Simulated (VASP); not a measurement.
# GaSb2 (P6/mmm) in VASP: notebook, part 2 of 2

VASP 6.6.1.

## (4) Relaxation of cell and atoms, PBE

This run uses another cell than the first one, of 22.23 Å³/atom.

Contents of INCAR:

```
SYSTEM = GaSb2
ALGO = Normal ; EDIFF = 1E-7
EDIFFG = -0.04 ; ENCUT = 600
GGA = PE ; IBRION = 2
ISIF = 3 ; ISMEAR = 0
LASPH = .True. ; LCHARG = .False.
LREAL = .False. ; LWAVE = .False.
NELM = 60 ; NSW = 90
PREC = Accurate ; SIGMA = 0.1
```

Contents of KPOINTS:

```
k-points
0
Gamma
  6 6 4
  0 0 0
```

Contents of POSCAR:

```
GaSb2
1.0
    4.1113697900      0.0000000000      0.0000000000
   -2.0556849000      3.5605506800      0.0000000000
    0.0000000000      0.0000000000      4.5565498600
Ga Sb
1 2
Direct
    0.0000000000      0.0000000000      0.0000000000
    0.3333333300      0.6666666700      0.5000000000
    0.6666666700      0.3333333300      0.5000000000
```

Potentials or basis: VASP PAW PBE potentials, release 64 (Ga_d, Sb).

On the command line:

```console
$ cat potpaw_PBE.64/Ga_d/POTCAR potpaw_PBE.64/Sb/POTCAR > POTCAR
$ mpirun -np 1 vasp_std > vasp.out
```

OUTCAR:

```text
SYSTEM = GaSb2
   EDIFF = 1E-7
   EDIFFG = -0.04
   ENCUT = 600
   GGA = PE
   IBRION = 2
   ISIF = 3
   ISMEAR = 0
   LASPH = .True.
   LREAL = .False.
   NELM = 60
   NSW = 90
   PREC = Accurate

 ion  position               nearest neighbor table
   1  0.000  0.000  0.000-   2 3.29   3 3.29   2 3.29   3 3.29   3 3.29   3 3.29   2 3.29   2 3.29
                             3 3.29   3 3.29   2 3.29   2 3.29
   2  0.333  0.667  0.500-   3 2.37   3 2.37   3 2.37   1 3.29   1 3.29   1 3.29   1 3.29   1 3.29
                             1 3.29
   3  0.667  0.333  0.500-   2 2.37   2 2.37   2 2.37   1 3.29   1 3.29   1 3.29   1 3.29   1 3.29
                             1 3.29

  LATTYP: Found a hexagonal cell.
 ALAT       =     4.1113697900
 C/A-ratio  =     1.1082802309

  Lattice vectors:

 A1 = (   4.1113697900,   0.0000000000,   0.0000000000)
 A2 = (  -2.0556849000,   3.5605506800,   0.0000000000)
 A3 = (   0.0000000000,   0.0000000000,   4.5565498600)

Analysis of symmetry for initial positions (statically):
=====================================================================
 Subroutine PRICEL returns:
 Original cell was already a primitive cell.

 Routine SETGRP: Setting up the symmetry group for a
 hexagonal supercell.

 Subroutine GETGRP returns: Found 24 space group operations
[... 168 lines left out ...]

  FORCE on cell =-STRESS in cart. coord.  units (eV):
  Direction    XX          YY          ZZ          XY          YZ          ZX
  --------------------------------------------------------------------------------------
  -------------------------------------------------------------------------------------
  Total       29.6871013     29.6871012      0.8022887     -0.0000000      0.0000000      0.0000000
  in kB      713.0804622    713.0804612     19.2708754     -0.0000010      0.0000000      0.0000000
  external PRESSURE =     481.8105996 kB  Pullay stress =       0.0000000 kB
[... 1238 lines left out ...]
      2      -1.8967      2.00000
      3      -1.0117      2.00000
      4      -1.0117      2.00000
      5      -0.2060      2.00000
      6       6.3476      2.00000
      7       6.3476      2.00000
      8      10.4811      2.00000
      9      10.4811      2.00000
     10      10.6398      2.00000
     11      13.8992      2.00000
     12      16.3095      0.00000
     13      18.1489      0.00000
     14      18.9125      0.00000
     15      18.9125      0.00000

[... ionic steps 4 to 14 ...]

--------------------------------------- Ionic step       15  -------------------------------------------

 number of electron      22.9999993 magnetization

------------------------ aborting loop because EDIFF is reached ----------------------------------------
[... 69 lines left out ...]
--------------------------------------- Ionic step       17  -------------------------------------------

 number of electron      23.0000015 magnetization

 Free energy of the ion-electron system (eV)
  ---------------------------------------------------
  ext. energy  EPLUGINS =         0.00000000
  ---------------------------------------------------
  free energy    TOTEN  =       -10.87029338 eV

  energy without entropy =      -10.86900192  energy(sigma->0) =      -10.86964765

 E-fermi :   6.9848     XC(G=0): -10.0567

 val. band max:        6.5620610348   @ k =   0.3333   0.1667   0.2500
 cond. band min:       6.9952442518   @ k =   0.0000   0.0000   0.5000
 fundamental gap:      0.4331832170
 Fermi energy:         6.9847519386
[... 406 lines left out ...]
  FREE ENERGIE OF THE ION-ELECTRON SYSTEM (eV)
  ---------------------------------------------------
  free  energy   TOTEN  =       -10.8702933820 eV

  energy  without entropy=      -10.8690019196  energy(sigma->0) =      -10.86964765

 reached required accuracy - stopping structural energy minimisation
```

CONTCAR:

```text
GaSb2
   1.00000000000000
     5.2524759951763533   -0.0000000018342638   -0.0000000000000000
    -2.6262380055644408    4.5487776407409193    0.0000000000000000
    -0.0000000000000000    0.0000000000000000    3.2833291963600786
  Ga              Sb
     1     2
Direct
     0.0000000000000000    0.0000000000000000    0.0000000000000000
     0.3333333300000021    0.6666666699999979    0.5000000000000000
     0.6666666699999979    0.3333333300000021    0.5000000000000000

  0.00000000E+00  0.00000000E+00  0.00000000E+00
  0.00000000E+00  0.00000000E+00  0.00000000E+00
  0.00000000E+00  0.00000000E+00  0.00000000E+00
```

Run time: 8 min. Hardware: 1 thread of AMD EPYC 7R13, shared host; peak memory 0.21 GiB.

What came out:

| Item | Value |
| --- | --- |
| Free energy | -10.8703 eV |
| Relaxed volume | 26.15 Å³/atom |
| Relaxed cell | a = 5.252 Å, b = 5.252 Å, c = 3.283 Å, α = 90.00°, β = 90.00°, γ = 120.00° |
| Space group after relaxing (to 0.1 Å) | P6/mmm (No. 191) |
| Pressure after relaxing | 0.1 GPa |
| Band gap on the k mesh | zero (an odd number of electrons rules out a gap without spin polarisation) |

Final structure:
```cif
data_structure
_symmetry_space_group_name_H-M 'P 1'
_symmetry_Int_Tables_number 1
_cell_length_a 5.2525
_cell_length_b 5.2525
_cell_length_c 3.2833
_cell_angle_alpha 90.000
_cell_angle_beta 90.000
_cell_angle_gamma 120.000
_cell_volume 78.45
loop_
_atom_site_label
_atom_site_type_symbol
_atom_site_fract_x
_atom_site_fract_y
_atom_site_fract_z
_atom_site_occupancy
Ga1 Ga 0.00000 0.00000 0.00000 1
Sb1 Sb 0.33333 0.66667 0.50000 1
Sb2 Sb 0.66667 0.33333 0.50000 1
```

Caveat: the volume moved by over 15 % at a fixed basis, so the end points are rough; spin-orbit coupling is left out, which moves the levels of the heavy elements.

## (5) Relaxation of cell and atoms, PBE

Contents of INCAR:

```
ALGO = Normal
EDIFF = 1E-6
EDIFFG = -0.04
ENCUT = 600
GGA = PE
IBRION = 2
ISIF = 3
ISMEAR = 0
LASPH = T
LCHARG = F
LREAL = F
LWAVE = F
NELM = 80
NSW = 90
PREC = Accurate
SIGMA = 0.1
```

Contents of KPOINTS:

```
k-points
0
Gamma
  6 6 6
```

Contents of POSCAR:

```
GaSb2
1.0
    5.2607842847      0.0000000000      0.0000000000
   -2.6303921424      4.5559728344      0.0000000000
    0.0000000000      0.0000000000      3.2862061213
Ga Sb
1 2
Direct
    0.0000000000      0.0000000000      0.0000000000
    0.3333333333      0.6666666667      0.5000000000
    0.6666666667      0.3333333333      0.5000000000
```

On the command line:

```console
$ cat potpaw_PBE.64/Ga_d/POTCAR potpaw_PBE.64/Sb/POTCAR > POTCAR
$ mpirun -np 1 vasp_std > vasp.out
```

It took 2.7 min on 1 thread of AMD EPYC 7R13, shared host; peak memory 0.22 GiB.

Results (log left out):

```yaml
Free_energy: -10.7421 eV
Relaxed_volume: 26.65 Å³/atom
Relaxed_cell: a = 5.371 Å, b = 5.371 Å, c = 3.201 Å, α = 90.00°, β = 90.00°, γ = 120.00°
Space_group_after_relaxing_to_0.1_Å: P6/mmm (No. 191)
Energy_gained_by_relaxing: 9.1 meV/atom
Ionic_steps: 6
Pressure_after_relaxing: 0.0 GPa
Band_gap_on_the_k_mesh: zero (an odd number of electrons rules out a gap without spin polarisation)
```

Step by step:
```tsv
step	energy change (eV)	largest force (eV/Å)	pressure (GPa)	volume (Å³)
1	0.0000	0.0000	1.12	78.76
2	-0.0126	0.0000	-0.22	80.86
3	-0.0132	0.0000	-0.54	81.40
4	-0.0216	0.0000	-0.97	81.73
5	-0.0217	0.0000	-0.99	81.75
6	-0.0273	0.0000	0.05	79.96
```

Final structure:
```
Ga Sb
1.0
     5.37088    0.00000    0.00000
    -2.68544    4.65132    0.00000
     0.00000    0.00000    3.20079
Ga Sb
1 2
Direct
  0.00000 0.00000 0.00000
  0.33333 0.66667 0.50000
  0.66667 0.33333 0.50000
```

Levels at points of the mesh, in eV from the Fermi level:
| k point | band 9 | band 10 | band 11 | band 12 | band 13 | band 14 | band 15 |
| --- | --- | --- | --- | --- | --- | --- | --- |
| (0.00, 0.00, 0.00) | -3.87 | -3.87 | -2.36 | -2.36 | 2.34 | 5.92 | 6.18 |
| (0.50, 0.00, 0.00) | -5.08 | -0.33 | 0.38 | 1.68 | 2.52 | 3.41 | 3.49 |
| (0.00, 0.00, 0.50) | -2.05 | -2.05 | -2.04 | -1.67 | -0.25 | 0.98 | 0.98 |
| (0.50, 0.00, 0.50) | -4.80 | -2.79 | -2.68 | -2.65 | 0.73 | 2.40 | 2.93 |

Caveat: spin-orbit coupling is left out, which moves the levels of the heavy elements.

## (6) The runs side by side

| task | cell | k mesh | cutoff (eV) | gap on the mesh (eV) | pressure (GPa) | relaxed volume (Å³/atom) |
| --- | --- | --- | --- | --- | --- | --- |
| single point | a = 5.261, b = 5.261, c = 3.286 Å, angles 90.0, 90.0, 120.0°, 3 atoms | 6 × 6 × 4 | 520 | none | -0.1 | - |
| single point | a = 5.383, b = 5.383, c = 3.197 Å, angles 90.0, 90.0, 120.0°, 3 atoms | 6 × 6 × 6 | 520 | none | -0.1 | - |
| relaxation of cell and atoms | relaxed from a = 4.111, b = 4.111, c = 4.557 Å, angles 90.0, 90.0, 120.0°, 3 atoms | 6 × 6 × 4 | 600 | none | 0.1 | 26.15 |
| relaxation of cell and atoms | relaxed from a = 5.261, b = 5.261, c = 3.286 Å, angles 90.0, 90.0, 120.0°, 3 atoms | 6 × 6 × 6 | 600 | none | 0.0 | 26.65 |

Alike in all rows: level PBE; potentials or basis VASP PAW PBE potentials, release 64 (Ga_d, Sb); no spin polarisation; smearing gaussian 0.1 eV.

Caveats: some runs use coarse meshes; spin-orbit coupling is left out, which moves the levels of the heavy elements; the volume moved by over 15 % at a fixed basis, so the end points are rough (at least some runs).

Total energies depend on the potentials used, so only differences within one code and one set of settings carry meaning.
